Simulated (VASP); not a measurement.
Re, 1 atom in the cell. The structure is cubic, space group Fm-3m (No. 225). The conventional cell has a = 3.933 Å, b = 3.933 Å, c = 3.933 Å, α = 90.00°, β = 90.00°, γ = 90.00°. Re (site symmetry m-3m) has 12 Re at 2.78 Å within 3.7 Å. This isn't the form of Re at room conditions, which is hcp.

| Quantity | Value |
| --- | --- |
| Program | VASP 6.6.1 |
| Task | single point |
| Functional | HSE06 |
| Potentials or basis | VASP PAW PBE potentials, release 64 (Re) |
| Cutoff | 520 eV |
| k mesh | 6 × 6 × 6 |
| Occupations | fermi-dirac, width 0.1 eV |
| Spin | no spin polarisation |
| Dipole correction | no |
| Grid for exact exchange (PRECFOCK) | Normal |
| Further INCAR settings | ALGO = Normal; EDIFF = 1e-06; NBANDS = 10 |
| Share of exact exchange | 0.25 |
| Screening parameter | 0.2079 1/Å |

Potentials or basis: VASP PAW PBE potentials, release 64 (Re).

Launch:

```sh
$ cat potpaw_PBE.64/Re/POTCAR > POTCAR
$ cp INCAR.step1 INCAR
$ mpirun -np 1 vasp_std > vasp.out
$ cp INCAR.step2 INCAR
$ mpirun -np 1 vasp_std > vasp.out
```

Hardware: 1 thread of Intel(R) Xeon(R) Platinum 8488C (Sapphire Rapids) (shared host).

Q: Estimate the wall time of this run.

A: It took 3.5 min on 1 thread of Intel(R) Xeon(R) Platinum 8488C (Sapphire Rapids) (shared host), peak memory 0.24 GiB. Counts: k points 16.
